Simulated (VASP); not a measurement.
A run of VASP 6.6.1 is set up as follows.

INCAR

```
SYSTEM = Cd3HgS4
  ALGO = Normal
  EDIFF = 1E-7
  EDIFFG = -0.04
  ENCUT = 600
  GGA = PE
  IBRION = 2
  ISIF = 3
  ISMEAR = 0
  LASPH = .TRUE.
  LCHARG = .FALSE.
  LREAL = .FALSE.
  LWAVE = .FALSE.
  NELM = 60
  NSW = 90
  PREC = Accurate
  SIGMA = 0.1
```

Contents of KPOINTS:

```
k-points
0
G
  4 4 4
  0 0 0
```

POSCAR

```
Cd3HgS4
1.0
   -2.8918208000      2.8918208000      5.7836415900
    2.8918208000     -2.8918208000      5.7836415900
    2.8918208000      2.8918208000     -5.7836415900
Cd Hg S
3 1 4
Direct
    0.0000000000      0.0000000000      0.0000000000
    0.2500000000      0.7500000000      0.5000000000
    0.7500000000      0.2500000000      0.5000000000
    0.5000000000      0.5000000000      0.0000000000
    0.8750000000      0.8750000000      0.5000000000
    0.3750000000      0.3750000000      0.5000000000
    0.1250000000      0.6250000000      0.0000000000
    0.6250000000      0.1250000000      0.0000000000
```

Potentials or basis: VASP PAW PBE potentials, release 64 (Cd, Hg, S).

Run with:

```console
$ cat potpaw_PBE.64/Cd/POTCAR potpaw_PBE.64/Hg/POTCAR potpaw_PBE.64/S/POTCAR > POTCAR
$ mpirun -np 1 vasp_std > vasp.out
```

Problem. What does it give for the band gap on the k mesh?

Solution. 0.61 eV.

Problem. Estimate the relaxed volume.

Solution. 26.39 Å³/atom.

The path:
| step | energy change (eV) | largest force (eV/Å) | pressure (GPa) | volume (Å³) |
| --- | --- | --- | --- | --- |
| 1 | 0.0000 | 0.2044 | 5.60 | 193.47 |
| 2 | -0.2456 | 0.0775 | -1.64 | 218.11 |
| 3 | -0.2828 | 0.1037 | 0.00 | 210.88 |
| 4 | -0.2828 | 0.1022 | -0.09 | 211.24 |
| 5 | -0.2844 | 0.0646 | -0.08 | 211.18 |
| 6 | -0.2855 | 0.0050 | -0.05 | 211.08 |

Caveat: spin-orbit coupling is left out, which moves the levels of the heavy elements.
